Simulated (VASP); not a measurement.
# SnMo (Pm-3m) in VASP: single point with PBE

Aim: the single point of SnMo with PBE.

Program: VASP 6.6.1. These are calculated values, not measurements. Logs are shortened: lines on timing, memory, paths and dates and some standing lists are left out, and cuts for length are marked.

## (1) The cell of the first run

The structure is cubic, space group Pm-3m (No. 221). Conventional cell: a = 3.326 Å, b = 3.326 Å, c = 3.326 Å, α = 90.00°, β = 90.00°, γ = 90.00°. Within 3.8 Å of Sn (site symmetry m-3m) lie 8 Mo at 2.88 Å and 6 Sn at 3.33 Å. Within 3.8 Å of Mo (site symmetry m-3m) lie 8 Sn at 2.88 Å and 6 Mo at 3.33 Å.

## (2) Single point, PBE, collinear spin, ferromagnetic start

Contents of INCAR:

```
SYSTEM = SnMo
ALGO = Normal
EDIFF = 1E-6
ENCUT = 520
GGA = PE
ISIF = 2
ISMEAR = 0
ISPIN = 2
LASPH = .True.
LCHARG = .False.
LMAXMIX = 4
LORBIT = 11
LREAL = .False.
LWAVE = .False.
MAGMOM = 0 0.6
NBANDS = 25
NELM = 150
PREC = Accurate
SIGMA = 0.1
```

Contents of KPOINTS:

```
k-points
0
Gamma
  16 16 16
  0 0 0
```

Contents of POSCAR:

```
SnMo
1.0
    3.3257592057      0.0000000000      0.0000000000
    0.0000000000      3.3257592057      0.0000000000
    0.0000000000      0.0000000000      3.3257592057
Sn Mo
1 1
Direct
    0.5000000000      0.5000000000      0.5000000000
    0.0000000000      0.0000000000      0.0000000000
```

Potentials or basis: VASP PAW PBE potentials, release 64 (Sn_d, Mo_sv).

The run is started by

```bash
$ cat potpaw_PBE.64/Sn_d/POTCAR potpaw_PBE.64/Mo_sv/POTCAR > POTCAR
$ mpirun -np 1 vasp_std > vasp.out
```

OUTCAR:

```text
SYSTEM = SnMo
   EDIFF = 1E-6
   ENCUT = 520
   GGA = PE
   ISIF = 2
   ISMEAR = 0
   ISPIN = 2
   LASPH = .True.
   LORBIT = 11
   LREAL = .False.
   NELM = 150
   PREC = Accurate

 ion  position               nearest neighbor table
   1  0.500  0.500  0.500-   2 2.88   2 2.88   2 2.88   2 2.88   2 2.88   2 2.88   2 2.88   2 2.88

   2  0.000  0.000  0.000-   1 2.88   1 2.88   1 2.88   1 2.88   1 2.88   1 2.88   1 2.88   1 2.88

  LATTYP: Found a simple cubic cell.
 ALAT       =     3.3257592057

  Lattice vectors:

 A1 = (   3.3257592057,   0.0000000000,   0.0000000000)
 A2 = (   0.0000000000,   3.3257592057,   0.0000000000)
 A3 = (   0.0000000000,   0.0000000000,   3.3257592057)

Analysis of symmetry for initial positions (statically):
=====================================================================
 Subroutine PRICEL returns:
 Original cell was already a primitive cell.

 Routine SETGRP: Setting up the symmetry group for a
 simple cubic supercell.

 Subroutine GETGRP returns: Found 48 space group operations
 (whereof 48 operations were pure point group operations)
 out of a pool of 48 trial point group operations.

The static configuration has the point symmetry O_h .

Analysis of symmetry for dynamics (positions and initial velocities):
=====================================================================
 Subroutine PRICEL returns:
 Original cell was already a primitive cell.

 Routine SETGRP: Setting up the symmetry group for a
 simple cubic supercell.

 Subroutine GETGRP returns: Found 48 space group operations
 (whereof 48 operations were pure point group operations)
 out of a pool of 48 trial point group operations.

The dynamic configuration has the point symmetry O_h .

Analysis of structural, dynamic, and magnetic symmetry:
=====================================================================
 Subroutine PRICEL returns:
 Original cell was already a primitive cell.

 Routine SETGRP: Setting up the symmetry group for a
 simple cubic supercell.

 Subroutine GETGRP returns: Found 48 space group operations
 (whereof 48 operations were pure point group operations)
 out of a pool of 48 trial point group operations.

The overall configuration has the point symmetry O_h .

 Subroutine INISYM returns: Found 48 space group operations
 (whereof 48 operations are pure point group operations),
 and found     1 'primitive' translations

----------------------------------------------------------------------------------------

                                     Primitive cell

  volume of cell :      36.7851

  direct lattice vectors                    reciprocal lattice vectors
     3.325759206  0.000000000  0.000000000     0.300683224  0.000000000  0.000000000
     0.000000000  3.325759206  0.000000000     0.000000000  0.300683224  0.000000000
     0.000000000  0.000000000  3.325759206     0.000000000  0.000000000  0.300683224

  length of vectors
     3.325759206  3.325759206  3.325759206     0.300683224  0.300683224  0.300683224

  position of ions in fractional coordinates (direct lattice)
     0.500000000  0.500000000  0.500000000
     0.000000000  0.000000000  0.000000000

  ion indices of the primitive-cell ions
   primitive index   ion index
                 1           1
                 2           2

----------------------------------------------------------------------------------------

 KPOINTS: k-points

Automatic generation of k-mesh.
 Grid dimensions read from file:
 generate k-points for:   16   16   16

 Generating k-lattice:

  Cartesian coordinates                     Fractional coordinates (reciprocal lattice)
     0.018792701  0.000000000  0.000000000     0.062500000  0.000000000  0.000000000
     0.000000000  0.018792701  0.000000000     0.000000000  0.062500000  0.000000000
     0.000000000  0.000000000  0.018792701     0.000000000  0.000000000  0.062500000

  Length of vectors
     0.018792701  0.018792701  0.018792701

  Shift w.r.t. Gamma in fractional coordinates (k-lattice)
     0.000000000  0.000000000  0.000000000

 Subroutine IBZKPT returns following result:
 ===========================================

 Found    165 irreducible k-points:

 Following reciprocal coordinates:
            Coordinates               Weight
  0.000000  0.000000  0.000000      1.000000
  0.062500  0.000000  0.000000      6.000000
  0.125000  0.000000  0.000000      6.000000
  0.187500  0.000000  0.000000      6.000000
  0.250000  0.000000  0.000000      6.000000
  0.312500  0.000000  0.000000      6.000000
[... 16 lines left out ...]
  0.437500  0.125000  0.000000     24.000000
  0.500000  0.125000  0.000000     12.000000
 [... further k-points ...]
   k-points           NKPTS =    165   k-points in BZ     NKDIM =    165   number of bands    NBANDS=     25
   number of dos      NEDOS =    301   number of ions     NIONS =      2
   total plane-waves  NPLWV =  21952
   dimension x,y,z NGX =    28 NGY =   28 NGZ =   28
   dimension x,y,z NGXF=    56 NGYF=   56 NGZF=   56
   ions per type =               1   1
   NGX,Y,Z   is equivalent  to a cutoff of  14.00, 14.00, 14.00 a.u.
   NGXF,Y,Z  is equivalent  to a cutoff of  27.99, 27.99, 27.99 a.u.
 SYSTEM =  SnMo
   PREC   = accura    normal or accurate (medium, high low for compatibility)
   ISTART =      0    job   : 0-new  1-cont  2-samecut
   ICHARG =      2    charge: 1-file 2-atom 10-const
   ISPIN  =      2    spin polarized calculation?
   LNONCOLLINEAR =      F non collinear calculations
   LSORBIT =      F    spin-orbit coupling
   LASPH  =      T    aspherical Exc in radial PAW
   ENCUT  =  520.0 eV  38.22 Ry    6.18 a.u.   6.18  6.18  6.18*2*pi/ulx,y,z
   NELM   =    150;   NELMIN=  2; NELMDL= -5     # of ELM steps
   EDIFF  = 0.1E-05   stopping-criterion for ELM
   LREAL  =      F    real-space projection
   EDIFFG = 0.1E-04   stopping-criterion for IOM
   NSW    =      0    number of steps for IOM
   IBRION =     -1    ionic relax: 0-MD 1-quasi-New 2-CG
   NFREE  =      0    steps in history (QN), initial steepest desc. (CG)
   ISIF   =      2    stress and relaxation
   ISYM   =      2    0-nonsym 1-usesym 2-fastsym
   POTIM  = 0.5000    time-step for ionic-motion
   TEBEG  =    0.0;   TEEND  =   0.0 temperature during run
   PSTRESS=    0.0 pullay stress
   NELECT =      28.0000    total number of electrons
   NUPDOWN=      -1.0000    fix difference up-down
   EMIN   =  10.00;   EMAX   =-10.00  energy-range for DOS
   EFERMI =   0.00;   METHOD = LEGACY
   ISMEAR =     0;   SIGMA  =   0.10  broadening in eV -4-tet -1-fermi 0-gaus
   EFERMI_NEDOS =   21; number of points for ismear=-14 and -15
   IALGO  =     38    algorithm
   IMIX   =      4    mixing-type and parameters
     AMIX     =   0.40;   BMIX     =  1.00
     AMIX_MAG =   1.60;   BMIX_MAG =  1.00
  volume/ion in A,a.u.               =      18.39       124.12
  Fermi-wavevector in a.u.,A,eV,Ry     =   1.494755  2.824678 30.399399  2.234293
  Thomas-Fermi vector in A             =   2.606987
   LORBIT       =     11    0 simple, 1 ext, 2 COOP (PROOUT), +10 PAW based schemes
   GGA     = PE    functional components
   LHFCALC =     F    Hartree Fock is set to
   AEXX    =    0.0000 exact exchange contribution
   IVDW    =     0    specifies the selected vdW correction
   LEPSILON=     F    determine dielectric tensor
   LRPA    =     F    only Hartree local field effects (RPA)
 spin polarized calculation
 Gauss-broadening in eV      SIGMA  =   0.10
  energy-cutoff  :      520.00
  volume of cell :       36.79
 maximum number of plane-waves:      1021
 NGX is ok and might be reduce to    28
   NGX = 13   NGY = 13   NGZ = 13

 number of electron      28.0000007 magnetization       0.3122167

 Free energy of the ion-electron system (eV)
  ---------------------------------------------------
  ext. energy  EPLUGINS =         0.00000000
  ---------------------------------------------------
  free energy    TOTEN  =       -13.94959699 eV

  energy without entropy =      -13.93549821  energy(sigma->0) =      -13.94254760

 E-fermi :  11.5534     XC(G=0): -12.3936

 val. band max:       11.5500464900   @ k =   0.3750   0.3125   0.1875
 cond. band min:      11.5561859743   @ k =   0.5000   0.3125   0.3125
 fundamental gap:      0.0061394843
 Fermi energy:        11.5533942606

 spin component 1

 k-point     1 :       0.0000    0.0000    0.0000
  band No.  band energies     occupation
      1     -49.2051      1.00000
      2     -23.2619      1.00000
      3     -23.2619      1.00000
      4     -23.2619      1.00000
      5      -9.6983      1.00000
      6      -9.6983      1.00000
[... 17 lines left out ...]
     24      25.5133      0.00000
     25      31.3110      0.00000

 k-point     2 :       0.0625    0.0000    0.0000
  band No.  band energies     occupation
      1     -49.2047      1.00000
      2     -23.2682      1.00000
      3     -23.2615      1.00000
      4     -23.2615      1.00000
      5      -9.6977      1.00000
      6      -9.6915      1.00000
[... 17 lines left out ...]
     24      25.7113      0.00000
     25      30.7001      0.00000

 k-point     3 :       0.1250    0.0000    0.0000
  band No.  band energies     occupation
      1     -49.2036      1.00000
      2     -23.2860      1.00000
      3     -23.2603      1.00000
      4     -23.2603      1.00000
      5      -9.6959      1.00000
      6      -9.6720      1.00000
[... 552 lines left out ...]
 k-point    23 :       0.4375    0.1250    0.0000
  band No.  band energies     occupation
      1     -49.1936      1.00000
      2     -23.4148      1.00000
      3     -23.2733      1.00000
      4     -23.2487      1.00000
      5      -9.6650      1.00000
      6      -9.5877      1.00000
[... 17 lines left out ...]
     24      27.6144      0.00000
     25      29.3912      0.00000

 k-point    24 :       0.5000    0.1250    0.0000
  band No.  band energies     occupation
      1     -49.1932      1.00000
      2     -23.4208      1.00000
      3     -23.2728      1.00000
      4     -23.2483      1.00000
      5      -9.6644      1.00000
      6      -9.5894      1.00000
[... 17 lines left out ...]
     24      27.6174      0.00000
     25      29.5301      0.00000

 [... further k-points ...]

 spin component 2

 k-point     1 :       0.0000    0.0000    0.0000
  band No.  band energies     occupation
      1     -49.0298      1.00000
      2     -23.0681      1.00000
      3     -23.0681      1.00000
      4     -23.0681      1.00000
      5      -9.7016      1.00000
      6      -9.7016      1.00000
[... 17 lines left out ...]
     24      25.5826      0.00000
     25      31.3721      0.00000

 k-point     2 :       0.0625    0.0000    0.0000
  band No.  band energies     occupation
      1     -49.0294      1.00000
      2     -23.0744      1.00000
      3     -23.0677      1.00000
      4     -23.0677      1.00000
      5      -9.7010      1.00000
      6      -9.6948      1.00000
[... 17 lines left out ...]
     24      25.7798      0.00000
     25      30.7514      0.00000

 k-point     3 :       0.1250    0.0000    0.0000
  band No.  band energies     occupation
      1     -49.0282      1.00000
      2     -23.0923      1.00000
      3     -23.0665      1.00000
      4     -23.0665      1.00000
      5      -9.6992      1.00000
      6      -9.6753      1.00000
[... 552 lines left out ...]
 k-point    23 :       0.4375    0.1250    0.0000
  band No.  band energies     occupation
      1     -49.0182      1.00000
      2     -23.2218      1.00000
      3     -23.0797      1.00000
      4     -23.0550      1.00000
      5      -9.6684      1.00000
      6      -9.5872      1.00000
[... 17 lines left out ...]
     24      27.6859      0.00000
     25      29.4695      0.00000

 k-point    24 :       0.5000    0.1250    0.0000
  band No.  band energies     occupation
      1     -49.0178      1.00000
      2     -23.2279      1.00000
      3     -23.0792      1.00000
      4     -23.0545      1.00000
      5      -9.6678      1.00000
      6      -9.5889      1.00000
[... 17 lines left out ...]
     24      27.6894      0.00000
     25      29.6090      0.00000

 [... further k-points ...]
[... 5 lines left out ...]
  --------------------------------------------------------------------------------------
  -------------------------------------------------------------------------------------
  Total        0.0220549      0.0220549      0.0220549     -0.0000000      0.0000000     -0.0000000
  in kB        0.9606024      0.9606024      0.9606024     -0.0000000      0.0000000     -0.0000000
  external PRESSURE =       0.9606024 kB  Pullay stress =       0.0000000 kB

 VOLUME and BASIS-vectors are now :
 -----------------------------------------------------------------------------
  energy-cutoff  :      520.00
  volume of cell :       36.79
      direct lattice vectors                 reciprocal lattice vectors
     3.325759206  0.000000000  0.000000000     0.300683224  0.000000000  0.000000000
     0.000000000  3.325759206  0.000000000     0.000000000  0.300683224  0.000000000
     0.000000000  0.000000000  3.325759206     0.000000000  0.000000000  0.300683224

 POSITION                                       TOTAL-FORCE (eV/Angst)
 -----------------------------------------------------------------------------------
      1.66288      1.66288      1.66288         0.000000      0.000000      0.000000
      0.00000      0.00000      0.00000         0.000000      0.000000      0.000000
 -----------------------------------------------------------------------------------
    total drift:                                0.000000      0.000000      0.000000

  FREE ENERGIE OF THE ION-ELECTRON SYSTEM (eV)
  ---------------------------------------------------
  free  energy   TOTEN  =       -13.9495969854 eV

  energy  without entropy=      -13.9354982096  energy(sigma->0) =      -13.94254760

 total charge

# of ion       s       p       d       tot
------------------------------------------
    1        1.111   1.297  10.059  12.468
    2        2.251   6.105   4.014  12.370
--------------------------------------------------
tot          3.362   7.402  14.073  24.837

 magnetization (x)

# of ion       s       p       d       tot
------------------------------------------
    1       -0.005  -0.012   0.012  -0.005
    2        0.003   0.004   0.269   0.277
--------------------------------------------------
tot         -0.002  -0.007   0.281   0.271
```

It took 5.1 min on 1 thread of Intel Xeon Platinum 8259CL at 2.50GHz (Skylake/Cascade Lake), shared host; peak memory 0.34 GiB.

What came out:

```
Free energy                                           : -13.9496 eV
Pressure                                              : 0.1 GPa
Net moment                                            : 0.31 μB per cell
Site moments                                          : Sn -0.01; Mo +0.28 μB
Valence electrons inside the program's atomic spheres : Sn 12.47; Mo 12.37
```

Levels at points of the mesh, in eV from the Fermi level:
Spin up:
| k point | band 12 | band 13 | band 14 | band 15 | band 16 | band 17 |
| --- | --- | --- | --- | --- | --- | --- |
| (0.00, 0.00, 0.00) | -2.45 | 0.76 | 0.76 | 0.76 | 2.76 | 2.76 |
| (0.50, 0.00, 0.00) | -2.09 | -1.55 | -1.55 | 0.75 | 2.17 | 7.41 |
| (0.50, 0.50, 0.00) | -3.06 | -2.20 | -0.31 | -0.31 | 1.97 | 3.27 |
| (0.50, 0.50, 0.50) | -4.72 | -3.48 | 2.06 | 2.06 | 3.56 | 3.56 |
Spin down:
```tsv
k point	band 10	band 11	band 12	band 13	band 14	band 15	band 16	band 17	band 18	band 19
(0.00, 0.00, 0.00)	-11.05	-2.31	-2.31	1.01	1.01	1.01	2.80	2.80	2.80	8.52
(0.50, 0.00, 0.00)	-8.14	-6.19	-1.95	-1.36	-1.36	1.00	2.33	7.44	8.89	8.89
(0.50, 0.50, 0.00)	-7.48	-3.03	-3.03	-2.07	-0.08	-0.08	2.13	3.44	4.71	6.25
(0.50, 0.50, 0.50)	-4.61	-4.61	-4.61	-3.48	2.23	2.23	3.65	3.65	3.65	6.48
```

Caveat: spin-orbit coupling is left out, which moves the levels of the heavy elements.
